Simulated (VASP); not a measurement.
# RbH3 in VASP: further runs

RbH3 is run at these levels: PBE; tasks: single point, relaxation of cell and atoms.

Program: VASP 6.6.1. These are calculated values, not measurements. Logs are shortened: lines on timing, memory, paths and dates and some standing lists are left out, and cuts for length are marked.

## Step 1: The cell of the first run

The typed cell holds 4 atoms: a = 5.119 Å, b = 3.680 Å, c = 3.680 Å, α = 90.72°, β = 90.00°, γ = 90.00°.

## Step 2: Single point, PBE

INCAR

```
SYSTEM = RbH3
ALGO = Normal
EDIFF = 1E-6
ENCUT = 520
GGA = PE
ISIF = 2
ISMEAR = 0
LASPH = .TRUE.
LCHARG = .FALSE.
LREAL = .FALSE.
LWAVE = .FALSE.
NBANDS = 14
NELM = 80
PREC = Accurate
SIGMA = 0.1
```

KPOINTS

```
k-points
0
G
  2 6 6
  0 0 0
```

POSCAR

```
RbH3
1.0
    5.1194205627      0.0000000000      0.0000000000
    0.0000000000      2.6182099615      2.5854162715
    0.0000000000     -2.6182099615      2.5854162715
Rb H
1 3
Direct
    0.0000000000      1.1252782824      1.1252782824
    0.7055819573      0.6249140914      0.6249140914
    0.5000000000      0.6248935448      0.6248935448
    0.2944180427      0.6249140914      0.6249140914
```

Potentials or basis: VASP PAW PBE potentials, release 64 (Rb_sv, H).

Started as:

```console
$ cat potpaw_PBE.64/Rb_sv/POTCAR potpaw_PBE.64/H/POTCAR > POTCAR
$ mpirun -np 1 vasp_std > vasp.out
```

OUTCAR:

```text
SYSTEM = RbH3
   EDIFF = 1E-6
   ENCUT = 520
   GGA = PE
   ISIF = 2
   ISMEAR = 0
   LASPH = .TRUE.
   LREAL = .FALSE.
   NELM = 80
   PREC = Accurate

 ion  position               nearest neighbor table
   1  0.000  0.125  0.125-   2 2.99   4 2.99   2 2.99   4 2.99   2 3.02   4 3.02   2 3.02   4 3.02

   2  0.706  0.625  0.625-   1 2.99   1 2.99   1 3.02   1 3.02
   3  0.500  0.625  0.625-
   4  0.294  0.625  0.625-   1 2.99   1 2.99   1 3.02   1 3.02

  LATTYP: Found a base centered orthorhombic cell.
 ALAT       =     5.1708325430
 B/A-ratio  =     1.0126841044
 C/A-ratio  =     0.9900573109

  Lattice vectors:

 A1 = (   0.0000000000,   2.6182099615,   2.5854162715)
 A2 = (   0.0000000000,  -2.6182099615,   2.5854162715)
 A3 = (   5.1194205627,   0.0000000000,   0.0000000000)

Analysis of symmetry for initial positions (statically):
=====================================================================
 Subroutine PRICEL returns:
 Original cell was already a primitive cell.

 Routine SETGRP: Setting up the symmetry group for a
 base centered orthorhombic supercell.

 Subroutine GETGRP returns: Found  4 space group operations
 (whereof  4 operations were pure point group operations)
 out of a pool of  8 trial point group operations.

The static configuration has the point symmetry C_2v.

Analysis of symmetry for dynamics (positions and initial velocities):
=====================================================================
 Subroutine PRICEL returns:
 Original cell was already a primitive cell.

 Routine SETGRP: Setting up the symmetry group for a
 base centered orthorhombic supercell.

 Subroutine GETGRP returns: Found  4 space group operations
 (whereof  4 operations were pure point group operations)
 out of a pool of  8 trial point group operations.

The dynamic configuration has the point symmetry C_2v.

 Subroutine INISYM returns: Found  4 space group operations
 (whereof  4 operations are pure point group operations),
 and found     1 'primitive' translations

----------------------------------------------------------------------------------------

                                     Primitive cell

  volume of cell :      69.3084

  direct lattice vectors                    reciprocal lattice vectors
     5.119420563  0.000000000  0.000000000     0.195334606  0.000000000  0.000000000
     0.000000000  2.618209961  2.585416272     0.000000000  0.190970169  0.193392455
     0.000000000 -2.618209961  2.585416272     0.000000000 -0.190970169  0.193392455

  length of vectors
     5.119420563  3.679592464  3.679592464     0.195334606  0.271790815  0.271790815

[... 101 lines left out ...]
   IALGO  =     38    algorithm
   IMIX   =      4    mixing-type and parameters
     AMIX     =   0.40;   BMIX     =  1.00
     AMIX_MAG =   1.60;   BMIX_MAG =  1.00
  volume/ion in A,a.u.               =      17.33       116.93
  Fermi-wavevector in a.u.,A,eV,Ry     =   0.912445  1.724271 11.327609  0.832556
  Thomas-Fermi vector in A             =   2.036841
   LORBIT       =      0    0 simple, 1 ext, 2 COOP (PROOUT), +10 PAW based schemes
   GGA     = PE    functional components
   LHFCALC =     F    Hartree Fock is set to
   AEXX    =    0.0000 exact exchange contribution
   IVDW    =     0    specifies the selected vdW correction
   LEPSILON=     F    determine dielectric tensor
   LRPA    =     F    only Hartree local field effects (RPA)
 non-spin polarized calculation
 Gauss-broadening in eV      SIGMA  =   0.10
  energy-cutoff  :      520.00
  volume of cell :       69.31
 maximum number of plane-waves:      1884
 NGX is ok and might be reduce to    40
   NGX = 19   NGY = 13   NGZ = 13

 number of electron      11.9999998 magnetization

 Free energy of the ion-electron system (eV)
  ---------------------------------------------------
  ext. energy  EPLUGINS =         0.00000000
  ---------------------------------------------------
  free energy    TOTEN  =       -10.74613695 eV

  energy without entropy =      -10.74613695  energy(sigma->0) =      -10.74613695

 E-fermi :   0.0881     XC(G=0):  -6.8336

 val. band max:       -0.3263146505   @ k =   0.0000   0.5000   0.5000
 cond. band min:       1.3954863939   @ k =   0.0000   0.0000   0.0000
 fundamental gap:      1.7218010444
 Fermi energy:         0.0881359832

 k-point     1 :       0.0000    0.0000    0.0000
  band No.  band energies     occupation
      1     -27.8685      2.00000
      2     -11.9790      2.00000
      3     -11.5898      2.00000
      4     -11.5897      2.00000
      5      -7.0528      2.00000
      6      -0.8496      2.00000
      7       1.3955      0.00000
      8       3.9470      0.00000
      9       4.0488      0.00000
     10       7.7034      0.00000
     11       7.7520      0.00000
     12       8.9832      0.00000
     13       9.0022      0.00000
     14       9.4208      0.00000
[... 377 lines left out ...]
      1     -27.7675      2.00000
      2     -12.1332      2.00000
      3     -12.0793      2.00000
      4     -11.8454      2.00000
      5      -6.3365      2.00000
      6      -1.7196      2.00000
      7       3.6773      0.00000
      8       3.6996      0.00000
      9       5.3921      0.00000
     10       6.3207      0.00000
     11       6.6368      0.00000
     12       7.0381      0.00000
     13       7.4779      0.00000
     14       8.7489      0.00000

 [... further k-points ...]

------------------------ aborting loop because EDIFF is reached ----------------------------------------

  FORCE on cell =-STRESS in cart. coord.  units (eV):
  Direction    XX          YY          ZZ          XY          YZ          ZX
  --------------------------------------------------------------------------------------
  -------------------------------------------------------------------------------------
  Total       -0.0109151     -0.0738021     -0.0267198      0.0000000      0.0000000      0.0000000
  in kB       -0.2523216     -1.7060570     -0.6176723      0.0000000      0.0000000      0.0000000
  external PRESSURE =      -0.8586836 kB  Pullay stress =       0.0000000 kB

 VOLUME and BASIS-vectors are now :
 -----------------------------------------------------------------------------
  energy-cutoff  :      520.00
  volume of cell :       69.31
      direct lattice vectors                 reciprocal lattice vectors
     5.119420563  0.000000000  0.000000000     0.195334606  0.000000000  0.000000000
     0.000000000  2.618209961  2.585416272     0.000000000  0.190970169  0.193392455
     0.000000000 -2.618209961  2.585416272     0.000000000 -0.190970169  0.193392455

 POSITION                                       TOTAL-FORCE (eV/Angst)
 -----------------------------------------------------------------------------------
      0.00000      0.00000      0.64779         0.000000      0.000000     -0.001096
      3.61217      0.00000      3.23133        -0.008094      0.000000      0.000304
      2.55971      0.00000      3.23122         0.000000      0.000000      0.000488
      1.50725      0.00000      3.23133         0.008094      0.000000      0.000304
 -----------------------------------------------------------------------------------
    total drift:                               -0.000000      0.000000     -0.000006

  FREE ENERGIE OF THE ION-ELECTRON SYSTEM (eV)
  ---------------------------------------------------
  free  energy   TOTEN  =       -10.7461369510 eV

  energy  without entropy=      -10.7461369509  energy(sigma->0) =      -10.74613695
```

Run time: 12 s. Hardware: 1 thread of Intel Xeon Platinum 8488C (Sapphire Rapids), shared host; peak memory 0.18 GiB.

What came out:

```yaml
Free_energy: -10.7461 eV
Pressure: -0.1 GPa
Largest_force: 0.008 eV/Å
Band_gap_on_the_k_mesh: 1.72 eV (least direct gap 2.25 eV)
```

Forces on the atoms (eV/Å):
```
Rb   0.000  0.000 -0.001
H   -0.008  0.000  0.000
H    0.000  0.000  0.000
H    0.008  0.000  0.000
```

Levels at points of the mesh, in eV from the valence-band top:
| k point | band 3 | band 4 | band 5 | band 6 | band 7 | band 8 | band 9 | band 10 |
| --- | --- | --- | --- | --- | --- | --- | --- | --- |
| (0.00, 0.00, 0.00) | -11.26 | -11.26 | -6.73 | -0.52 | 1.72 | 4.27 | 4.38 | 8.03 |
| (0.50, 0.00, 0.00) | -11.26 | -11.26 | -6.27 | -2.40 | 4.40 | 5.26 | 6.17 | 7.05 |
| (0.00, 0.50, 0.00) | -11.53 | -11.19 | -6.11 | -0.77 | 1.93 | 4.61 | 4.86 | 6.56 |
| (0.50, 0.50, 0.00) | -11.56 | -11.18 | -6.20 | -0.97 | 3.40 | 3.89 | 4.99 | 6.81 |
| (0.00, 0.50, 0.50) | -11.91 | -11.43 | -6.07 | 0.00 | 2.70 | 4.92 | 5.04 | 5.04 |
| (0.50, 0.50, 0.50) | -11.90 | -11.46 | -5.84 | -1.57 | 3.37 | 3.45 | 6.75 | 7.56 |

Caveat: the k points lie up to 0.61 Å⁻¹ apart. A k mesh can miss the band edges.

## Step 3: Single point, PBE

This run uses another cell than the first one, of 17.18 Å³/atom.

INCAR

```
PREC = Accurate ; ENCUT = 520
EDIFF = 1E-6 ; ISMEAR = 0
SIGMA = 0.1 ; LREAL = F
LASPH = T ; NELM = 100
ALGO = Normal ; ISIF = 2
LWAVE = F ; LCHARG = F
GGA = PE ; NBANDS = 14
```

KPOINTS

```
Automatic mesh
0
Gamma
  6 6 4
```

POSCAR

```
RbH3
1.0
    2.6050155716     -2.6317063210      0.0000000000
    2.6050155716      2.6317063210      0.0000000000
    0.0000000000      0.0000000000      5.0107238678
Rb H
1 3
Direct
    0.0000000000      0.0000000000      0.0000000000
    0.5000000000      0.5000000000      0.2892701629
    0.5000000000      0.5000000000      0.5000000000
    0.5000000000      0.5000000000      0.7107298371
```

Potentials or basis: VASP PAW PBE potentials, release 64 (Rb_sv, H).

Started as:

```console
$ cat potpaw_PBE.64/Rb_sv/POTCAR potpaw_PBE.64/H/POTCAR > POTCAR
$ mpirun -np 1 vasp_std > vasp.out
```

Run time: 17 s. Hardware: 1 thread of Intel Xeon Platinum 8488C (Sapphire Rapids), shared host; peak memory 0.19 GiB.

The run converged. Its results:

- Free energy: -10.8282 eV
- Pressure: -0.2 GPa
- Largest force: 0.023 eV/Å
- Band gap on the k mesh: 1.82 eV (least direct gap 2.30 eV)

Forces on the atoms (eV/Å):
```
Rb   0.000  0.000  0.000
H    0.000  0.000  0.023
H    0.000  0.000  0.000
H    0.000  0.000 -0.023
```

Stress tensor (GPa, compression positive):
```
 0.02  0.00  0.00
 0.00 -0.09  0.00
 0.00  0.00 -0.40
```

Levels at points of the mesh, in eV from the valence-band top:
```csv
k point,band 4,band 5,band 6,band 7,band 8,band 9
"(0.00, 0.00, 0.00)",-11.20,-6.79,-0.48,1.82,4.24,4.32
"(0.50, 0.00, 0.00)",-11.13,-6.16,-0.74,1.86,4.62,4.89
"(0.50, 0.50, 0.00)",-11.39,-6.16,0.00,2.79,4.85,4.94
"(0.00, 0.00, 0.50)",-11.20,-6.30,-2.46,4.47,5.55,6.14
"(0.50, 0.00, 0.50)",-11.12,-6.25,-1.06,3.44,3.87,5.12
"(0.50, 0.50, 0.50)",-11.43,-5.90,-1.69,3.32,3.38,7.09
```

## Step 4: Relaxation of cell and atoms, PBE

INCAR

```
ALGO = Normal
EDIFF = 1E-7
EDIFFG = -0.04
ENCUT = 600
GGA = PE
IBRION = 2
ISIF = 3
ISMEAR = 0
LASPH = True
LCHARG = False
LREAL = False
LWAVE = False
NELM = 60
NSW = 90
PREC = Accurate
SIGMA = 0.1
```

KPOINTS

```
k-points
0
Gamma
  6 6 4
```

POSCAR

```
RbH3
1.0
    2.5854162715     -2.6182099615      0.0000000000
    2.5854162715      2.6182099615      0.0000000000
    0.0000000000      0.0000000000      5.1194205627
Rb H
1 3
Direct
    0.0000000000      0.0000000000      0.0000000000
    0.5000000000      0.5000000000      0.2944180427
    0.5000000000      0.5000000000      0.5000000000
    0.5000000000      0.5000000000      0.7055819573
```

Started as:

```console
$ cat potpaw_PBE.64/Rb_sv/POTCAR potpaw_PBE.64/H/POTCAR > POTCAR
$ mpirun -np 1 vasp_std > vasp.out
```

It took 78 s on 1 thread of Intel Xeon Platinum 8488C (Sapphire Rapids), shared host; peak memory 0.2 GiB.

Results (log left out):

| Property | Result |
| --- | --- |
| Free energy | -10.8296 eV |
| Relaxed volume | 17.13 Å³/atom |
| Relaxed cell | a = 3.711 Å, b = 3.711 Å, c = 4.974 Å, α = 90.00°, β = 90.00°, γ = 90.38° |
| Space group after relaxing (to 0.1 Å) | P4/mmm (No. 123) |
| Energy gained by relaxing | 1.8 meV/atom |
| Ionic steps | 6 |
| Pressure after relaxing | 0.0 GPa |
| Largest force after relaxing | 0.011 eV/Å |
| Band gap on the k mesh | 1.81 eV (least direct gap 2.30 eV) |

Forces on the atoms (eV/Å):
```
Rb   0.000  0.000  0.000
H    0.000  0.000 -0.011
H    0.000  0.000  0.000
H    0.000  0.000  0.011
```

Stress tensor (GPa, compression positive):
```
-0.03  0.00  0.00
 0.00 -0.10  0.00
 0.00  0.00  0.05
```

The path:
```tsv
step	energy change (eV)	largest force (eV/Å)	pressure (GPa)	volume (Å³)
1	0.0000	0.0264	-0.16	69.31
2	-0.0018	0.0647	-0.08	69.14
3	-0.0035	0.1587	0.13	68.72
4	-0.0048	0.1292	0.09	68.68
5	-0.0069	0.0432	0.01	68.56
6	-0.0071	0.0107	-0.03	68.51
```

Final structure:
```xyz
4
Lattice="2.6154 -2.6329 0.0000 2.6154 2.6329 0.0000 0.0000 0.0000 4.9743" Properties=species:S:1:pos:R:3 pbc="T T T"
Rb    5.2307    0.0000    0.0000
H     2.6154    0.0000    1.4346
H     2.6154    0.0000    2.4871
H     2.6154    0.0000    3.5397
```

Levels at points of the mesh, in eV from the valence-band top:
| k point | band 2 | band 3 | band 4 | band 5 | band 6 | band 7 | band 8 | band 9 | band 10 |
| --- | --- | --- | --- | --- | --- | --- | --- | --- | --- |
| (0.00, 0.00, 0.00) | -11.63 | -11.23 | -11.23 | -6.85 | -0.47 | 1.83 | 4.17 | 4.29 | 8.03 |
| (0.50, 0.00, 0.00) | -12.04 | -11.51 | -11.15 | -6.22 | -0.73 | 1.81 | 4.61 | 4.86 | 6.45 |
| (0.50, 0.50, 0.00) | -11.85 | -11.84 | -11.42 | -6.23 | 0.00 | 2.80 | 4.81 | 4.87 | 4.92 |
| (0.00, 0.00, 0.50) | -11.73 | -11.22 | -11.22 | -6.34 | -2.49 | 4.45 | 5.61 | 6.09 | 6.89 |
| (0.50, 0.00, 0.50) | -12.00 | -11.56 | -11.15 | -6.30 | -1.10 | 3.42 | 3.85 | 5.12 | 6.77 |
| (0.50, 0.50, 0.50) | -11.84 | -11.83 | -11.46 | -5.96 | -1.73 | 3.28 | 3.32 | 7.17 | 7.57 |

A k mesh can miss the band edges.

## Step 5: Summary

| task | cell | k mesh | cutoff (eV) | gap on the mesh (eV) | pressure (GPa) | largest force (eV/Å) |
| --- | --- | --- | --- | --- | --- | --- |
| single point | a = 5.119, b = 3.680, c = 3.680 Å, angles 90.7, 90.0, 90.0°, 4 atoms, atomic positions A | 2 × 6 × 6 | 520 | 1.72 | -0.1 | 0.01 |
| single point | a = 3.703, b = 3.703, c = 5.011 Å, angles 90.0, 90.0, 90.6°, 4 atoms, atomic positions B | 6 × 6 × 4 | 520 | 1.82 | -0.2 | 0.02 |
| relaxation of cell and atoms | relaxed from a = 3.680, b = 3.680, c = 5.119 Å, angles 90.0, 90.0, 90.7°, 4 atoms, atomic positions C | 6 × 6 × 4 | 600 | 1.81 | 0.0 | 0.01 |

Alike in all rows: level PBE; potentials or basis VASP PAW PBE potentials, release 64 (Rb_sv, H); no spin polarisation; smearing gaussian 0.1 eV.

Caveats: some runs use coarse meshes.

Absolute energies hang on the potentials; compare differences alone.
